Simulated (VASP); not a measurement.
Input of a VASP 6.6.1 run:

Contents of INCAR:

```
SYSTEM = CdS
PREC     = Accurate       ! precision mode
ENCUT    = 520            ! plane-wave cutoff, eV
EDIFF    = 1E-7           ! SCF threshold, eV
ISMEAR   = -1             ! smearing method
SIGMA    = 0.02           ! smearing width, eV
LREAL    = .False.        ! projectors in reciprocal space
LASPH    = .True.         ! aspherical terms in the spheres
NELM     = 80             ! most SCF steps
ALGO     = Normal         ! electronic algorithm
ISIF     = 2              ! what is computed and relaxed
LWAVE    = .False.        ! write WAVECAR
LCHARG   = .False.        ! write CHGCAR
GGA      = PE             ! functional
NBANDS   = 16             ! bands
```

File KPOINTS:

```
Automatic mesh
0
Gamma
  8 8 8
  0 0 0
```

File POSCAR:

```
CdS
1.0
    0.0000000000      2.9392148400      2.9392148400
    2.9083530842      0.0000000000      2.9392148400
    2.9083530842      2.9392148400      0.0000000000
Cd S
1 1
Direct
    0.0000000000      0.0000000000      0.0000000000
    0.2500000000      0.2500000000      0.2500000000
```

Potentials or basis: VASP PAW PBE potentials, release 64 (Cd, S).

Run with:

```console
$ cat potpaw_PBE.64/Cd/POTCAR potpaw_PBE.64/S/POTCAR > POTCAR
$ mpirun -np 1 vasp_std > vasp.out
```

Problem. Predict the pressure.

Solution. 2.4 GPa.

Problem. What does it give for the band gap on the k mesh?

Solution. 1.10 eV, direct.

Stress tensor (GPa, compression positive):
```
2.48 0.00 0.00
0.00 2.31 0.00
0.00 0.00 2.31
```

Caveat: the cell differs from its parent crystal (uniaxial x strain -1.1%).
